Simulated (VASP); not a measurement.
# Ta2Ru (P-62m) in VASP: a series of runs, part 2 of 2

VASP 6.6.1.

### 5 Single point, PBE

This run uses another cell than the first one, of 22.42 Å³/atom.

INCAR

```
SYSTEM = Ta2Ru
PREC     = Accurate       ! precision mode
ENCUT    = 560            ! plane-wave cutoff, eV
EDIFF    = 1E-6           ! SCF threshold, eV
ISMEAR   = 0              ! smearing method
SIGMA    = 0.1            ! smearing width, eV
LREAL    = .FALSE.        ! projectors in reciprocal space
LASPH    = .TRUE.         ! aspherical terms in the spheres
NELM     = 120            ! most SCF steps
ALGO     = Normal         ! electronic algorithm
ISIF     = 2              ! what is computed and relaxed
LWAVE    = .FALSE.        ! write WAVECAR
LCHARG   = .FALSE.        ! write CHGCAR
GGA      = PE             ! functional
NBANDS   = 51             ! bands
GGA_COMPAT= .FALSE.
```

KPOINTS

```
regular mesh
0
G
  6 6 14
  0 0 0
```

POSCAR

```
Ta2Ru
1.0
    7.4832821763      0.0000000000      0.0000000000
   -3.7416410882      6.4807124683      0.0000000000
    0.0000000000      0.0000000000      2.7733769594
Ta Ru
4 2
Direct
    0.6489270610      0.0000000000      0.5000000000
    0.0000000000      0.6489270610      0.5000000000
    0.3510729390      0.3510729390      0.5000000000
    0.0000000000      0.0000000000      0.5000000000
    0.3333333333      0.6666666667      0.5000000000
    0.6666666667      0.3333333333      0.5000000000
```

Potentials or basis: VASP PAW PBE potentials, release 64 (Ta_sv_GW, Ru_sv).

Launch:

```console
> cat potpaw_PBE.64/Ta_sv_GW/POTCAR potpaw_PBE.64/Ru_sv/POTCAR > POTCAR
> mpirun -np 1 vasp_std > vasp.out
```

OUTCAR:

```text
SYSTEM = Ta2Ru
   PREC = Accurate
   ENCUT = 560
   EDIFF = 1E-6
   ISMEAR = 0
   LREAL = .FALSE.
   LASPH = .TRUE.
   NELM = 120
   ISIF = 2
   GGA = PE

 ion  position               nearest neighbor table
   1  0.649  0.000  0.500-   6 2.43   5 2.43   4 2.63
   2  0.000  0.649  0.500-   5 2.43   6 2.43   4 2.63
   3  0.351  0.351  0.500-   5 2.43   6 2.43   4 2.63
   4  0.000  0.000  0.500-   3 2.63   2 2.63   1 2.63
   5  0.333  0.667  0.500-   2 2.43   1 2.43   3 2.43
   6  0.667  0.333  0.500-   1 2.43   2 2.43   3 2.43

  LATTYP: Found a hexagonal cell.
 ALAT       =     7.4832821763
 C/A-ratio  =     0.3706096996

  Lattice vectors:

 A1 = (   7.4832821763,   0.0000000000,   0.0000000000)
 A2 = (  -3.7416410882,   6.4807124683,   0.0000000000)
 A3 = (   0.0000000000,   0.0000000000,   2.7733769594)

Analysis of symmetry for initial positions (statically):
=====================================================================
 Subroutine PRICEL returns:
 Original cell was already a primitive cell.

 Routine SETGRP: Setting up the symmetry group for a
 hexagonal supercell.

 Subroutine GETGRP returns: Found 12 space group operations
 (whereof 12 operations were pure point group operations)
 out of a pool of 24 trial point group operations.

The static configuration has the point symmetry D_3h.

Analysis of symmetry for dynamics (positions and initial velocities):
=====================================================================
 Subroutine PRICEL returns:
 Original cell was already a primitive cell.

 Routine SETGRP: Setting up the symmetry group for a
 hexagonal supercell.

 Subroutine GETGRP returns: Found 12 space group operations
 (whereof 12 operations were pure point group operations)
 out of a pool of 24 trial point group operations.

The dynamic configuration has the point symmetry D_3h.

 Subroutine INISYM returns: Found 12 space group operations
 (whereof 12 operations are pure point group operations),
 and found     1 'primitive' translations

----------------------------------------------------------------------------------------

                                     Primitive cell

  volume of cell :     134.5005

  direct lattice vectors                    reciprocal lattice vectors
     7.483282176  0.000000000  0.000000000     0.133631203  0.077152011  0.000000000
    -3.741641088  6.480712468  0.000000000     0.000000000  0.154304022  0.000000000
     0.000000000  0.000000000  2.773376959     0.000000000  0.000000000  0.360571251

  length of vectors
     7.483282176  7.483282176  2.773376959     0.154304022  0.154304022  0.360571251

  position of ions in fractional coordinates (direct lattice)
     0.648927061  0.000000000  0.500000000
     0.000000000  0.648927061  0.500000000
     0.351072939  0.351072939  0.500000000
     0.000000000  0.000000000  0.500000000
     0.333333333  0.666666667  0.500000000
     0.666666667  0.333333333  0.500000000

  ion indices of the primitive-cell ions
   primitive index   ion index
                 1           1
[... 29 lines left out ...]

 Found     56 irreducible k-points:

 Following reciprocal coordinates:
            Coordinates               Weight
  0.000000  0.000000  0.000000      1.000000
  0.166667  0.000000  0.000000      6.000000
  0.333333  0.000000  0.000000      6.000000
  0.500000  0.000000  0.000000      3.000000
  0.166667  0.166667  0.000000      6.000000
  0.333333  0.166667  0.000000     12.000000
[... 16 lines left out ...]
  0.166667  0.000000  0.214286     12.000000
  0.333333  0.000000  0.214286     12.000000
 [... further k-points ...]
   k-points           NKPTS =     56   k-points in BZ     NKDIM =     56   number of bands    NBANDS=     51
   number of dos      NEDOS =    301   number of ions     NIONS =      6
   total plane-waves  NPLWV =  86400
   dimension x,y,z NGX =    60 NGY =   60 NGZ =   24
   dimension x,y,z NGXF=   120 NGYF=  120 NGZF=   48
   ions per type =               4   2
   NGX,Y,Z   is equivalent  to a cutoff of  13.33, 13.33, 14.39 a.u.
   NGXF,Y,Z  is equivalent  to a cutoff of  26.66, 26.66, 28.77 a.u.
 SYSTEM =  Ta2Ru
   PREC   = accura    normal or accurate (medium, high low for compatibility)
   ISTART =      0    job   : 0-new  1-cont  2-samecut
   ICHARG =      2    charge: 1-file 2-atom 10-const
   ISPIN  =      1    spin polarized calculation?
   LNONCOLLINEAR =      F non collinear calculations
   LSORBIT =      F    spin-orbit coupling
   LASPH  =      T    aspherical Exc in radial PAW
   ENCUT  =  560.0 eV  41.16 Ry    6.42 a.u.  14.44 14.44  5.35*2*pi/ulx,y,z
   NELM   =    120;   NELMIN=  2; NELMDL= -5     # of ELM steps
   EDIFF  = 0.1E-05   stopping-criterion for ELM
   LREAL  =      F    real-space projection
   EDIFFG = 0.1E-04   stopping-criterion for IOM
   NSW    =      0    number of steps for IOM
   IBRION =     -1    ionic relax: 0-MD 1-quasi-New 2-CG
   NFREE  =      0    steps in history (QN), initial steepest desc. (CG)
   ISIF   =      2    stress and relaxation
   ISYM   =      2    0-nonsym 1-usesym 2-fastsym
   POTIM  = 0.5000    time-step for ionic-motion
   TEBEG  =    0.0;   TEEND  =   0.0 temperature during run
   PSTRESS=    0.0 pullay stress
   NELECT =      84.0000    total number of electrons
   NUPDOWN=      -1.0000    fix difference up-down
   EMIN   =  10.00;   EMAX   =-10.00  energy-range for DOS
   EFERMI =   0.00;   METHOD = LEGACY
   ISMEAR =     0;   SIGMA  =   0.10  broadening in eV -4-tet -1-fermi 0-gaus
   EFERMI_NEDOS =   21; number of points for ismear=-14 and -15
   IALGO  =     38    algorithm
   IMIX   =      4    mixing-type and parameters
     AMIX     =   0.40;   BMIX     =  1.00
     AMIX_MAG =   1.60;   BMIX_MAG =  1.00
  volume/ion in A,a.u.               =      22.42       151.28
  Fermi-wavevector in a.u.,A,eV,Ry     =   1.399351  2.644390 26.642701  1.958183
  Thomas-Fermi vector in A             =   2.522419
   LORBIT       =      0    0 simple, 1 ext, 2 COOP (PROOUT), +10 PAW based schemes
   GGA     = PE    functional components
   LHFCALC =     F    Hartree Fock is set to
   AEXX    =    0.0000 exact exchange contribution
   IVDW    =     0    specifies the selected vdW correction
   LEPSILON=     F    determine dielectric tensor
   LRPA    =     F    only Hartree local field effects (RPA)
 non-spin polarized calculation
 Gauss-broadening in eV      SIGMA  =   0.10
  energy-cutoff  :      560.00
  volume of cell :      134.50
 maximum number of plane-waves:      4079
 NGX is ok and might be reduce to    60
   NGX = 29   NGY = 29   NGZ = 11

 number of electron      83.9999985 magnetization

 Free energy of the ion-electron system (eV)
  ---------------------------------------------------
  ext. energy  EPLUGINS =         0.00000000
  ---------------------------------------------------
  free energy    TOTEN  =       -68.46659422 eV

  energy without entropy =      -68.42497180  energy(sigma->0) =      -68.44578301

 E-fermi :   7.5400     XC(G=0): -11.2787

 val. band max:        7.5395848552   @ k =   0.3333   0.1667   0.2857
 cond. band min:       7.5474948331   @ k =   0.1667   0.1667   0.4286
 fundamental gap:      0.0079099779
 Fermi energy:         7.5399732470

 k-point     1 :       0.0000    0.0000    0.0000
  band No.  band energies     occupation
      1     -64.4958      2.00000
      2     -64.4923      2.00000
      3     -60.0271      2.00000
      4     -60.0271      2.00000
      5     -60.0260      2.00000
      6     -59.4281      2.00000
[... 1285 lines left out ...]
     50       9.6773      0.00000
     51      10.3368      0.00000

 [... further k-points ...]

------------------------ aborting loop because EDIFF is reached ----------------------------------------

  FORCE on cell =-STRESS in cart. coord.  units (eV):
  Direction    XX          YY          ZZ          XY          YZ          ZX
  --------------------------------------------------------------------------------------
  -------------------------------------------------------------------------------------
  Total       -0.2832568     -0.2832568     -0.3071568      0.0000000      0.0000000      0.0000000
  in kB       -3.3741717     -3.3741717     -3.6588695      0.0000000      0.0000000      0.0000000
  external PRESSURE =      -3.4690709 kB  Pullay stress =       0.0000000 kB

 VOLUME and BASIS-vectors are now :
 -----------------------------------------------------------------------------
  energy-cutoff  :      560.00
  volume of cell :      134.50
      direct lattice vectors                 reciprocal lattice vectors
     7.483282176  0.000000000  0.000000000     0.133631203  0.077152011  0.000000000
    -3.741641088  6.480712468  0.000000000     0.000000000  0.154304022  0.000000000
     0.000000000  0.000000000  2.773376959     0.000000000  0.000000000  0.360571251

 POSITION                                       TOTAL-FORCE (eV/Angst)
 -----------------------------------------------------------------------------------
      4.85610      0.00000      1.38669         0.006032     -0.000000      0.000000
     -2.42805      4.20551      1.38669        -0.003016      0.005224      0.000000
      1.31359      2.27520      1.38669        -0.003016     -0.005224     -0.000000
      0.00000      0.00000      1.38669        -0.000000     -0.000000     -0.000000
     -0.00000      4.32047      1.38669        -0.000000     -0.000000     -0.000000
      3.74164      2.16024      1.38669        -0.000000     -0.000000     -0.000000
 -----------------------------------------------------------------------------------
    total drift:                                0.000001      0.000002     -0.000000

  FREE ENERGIE OF THE ION-ELECTRON SYSTEM (eV)
  ---------------------------------------------------
  free  energy   TOTEN  =       -68.4665942214 eV

  energy  without entropy=      -68.4249718044  energy(sigma->0) =      -68.44578301
```

Run time: 9.3 min. Hardware: 1 thread of Intel Xeon Platinum 8259CL at 2.50GHz (Skylake/Cascade Lake), shared host; peak memory 0.51 GiB.

Results:

```
Free energy            : -68.4666 eV
Pressure               : -0.3 GPa
Largest force          : 0.006 eV/Å
Band gap on the k mesh : zero (bands 42 and 43 overlap by 0.62 eV)
```

Forces on the atoms (eV/Å):
```
Ta   0.006  0.000  0.000
Ta  -0.003  0.005  0.000
Ta  -0.003 -0.005  0.000
Ta   0.000  0.000  0.000
Ru   0.000  0.000  0.000
Ru   0.000  0.000  0.000
```

Caveat: spin-orbit coupling is left out, which moves the levels of the heavy elements.

### 6 Overview

| cell | k mesh | gap on the mesh (eV) | pressure (GPa) | largest force (eV/Å) |
| --- | --- | --- | --- | --- |
| a = 5.931, b = 5.931, c = 3.784 Å, angles 90.0, 90.0, 120.0°, 6 atoms, atomic positions A | 3 × 3 × 4 | none | 124.2 | 0.50 |
| a = 7.398, b = 7.398, c = 2.835 Å, angles 90.0, 90.0, 120.0°, 6 atoms, atomic positions B | 3 × 3 × 4 | none | -0.4 | - |
| a = 7.435, b = 7.435, c = 2.823 Å, angles 90.0, 90.0, 120.0°, 6 atoms, atomic positions C | 3 × 3 × 6 | none | -0.7 | 0.02 |
| a = 7.483, b = 7.483, c = 2.773 Å, angles 90.0, 90.0, 120.0°, 6 atoms, atomic positions D | 6 × 6 × 14 | none | -0.3 | 0.01 |

Alike in all rows: task single point; level PBE; potentials or basis VASP PAW PBE potentials, release 64 (Ta_sv_GW, Ru_sv); no spin polarisation; cutoff (eV) 560; smearing gaussian 0.1 eV.

Caveats: some runs use coarse meshes; spin-orbit coupling is left out, which moves the levels of the heavy elements; atoms lie so close that the PAW spheres overlap strongly, which falsifies energies and pressures (at least some runs).

Total energies depend on the potentials used, so only differences within one code and one set of settings carry meaning.

The gap in the log of VASP goes by the Fermi energy; the results here count the filled bands.